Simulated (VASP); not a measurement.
Input of a VASP 6.6.1 run:

Contents of INCAR:

```
PREC     = Accurate       # precision mode
ENCUT    = 520            # plane-wave cutoff, eV
EDIFF    = 1E-6           # SCF threshold, eV
ISMEAR   = 0              # smearing method
SIGMA    = 0.03           # smearing width, eV
LREAL    = False          # projectors in reciprocal space
LASPH    = True           # aspherical terms in the spheres
NELM     = 60             # most SCF steps
ALGO     = Normal         # electronic algorithm
ISIF     = 2              # what is computed and relaxed
LWAVE    = False          # write WAVECAR
LCHARG   = False          # write CHGCAR
NBANDS   = 16             # bands
```

File KPOINTS:

```
Automatic mesh
0
Gamma
  10 10 10
```

Contents of POSCAR:

```
Si
1.0
   -3.2517527797      3.2517527797      1.8511139988
    3.2517527797     -3.2517527797      1.8511139988
    3.2517527797      3.2517527797     -1.8511139988
Si
4
Direct
    0.1788433299      0.1788433299      0.3576866598
    0.8211566701      0.8211566701      0.6423133402
    0.1788433299      0.8211566701      0.0000000000
    0.8211566701      0.1788433299      0.0000000000
```

Potentials or basis: VASP PAW LDA potentials, release 64 (Si).

Command:

```sh
$ cat potpaw_LDA.64/Si/POTCAR > POTCAR
$ mpirun -np 1 vasp_std > vasp.out
```

(1) What does it give for the band gap on the k mesh?

(2) Estimate the pressure.

(3) What does it give for the largest force?

## Answers

(1) 0.03 eV (least direct gap 0.38 eV).

(2) 6.3 GPa.

(3) 0.133 eV/Å.

Caveat: the cell differs from its parent crystal (strain -0.015 along x and y, -0.030 along z); the cell stands under pressure; semilocal functionals underestimate gaps, and a narrow one can read as zero.
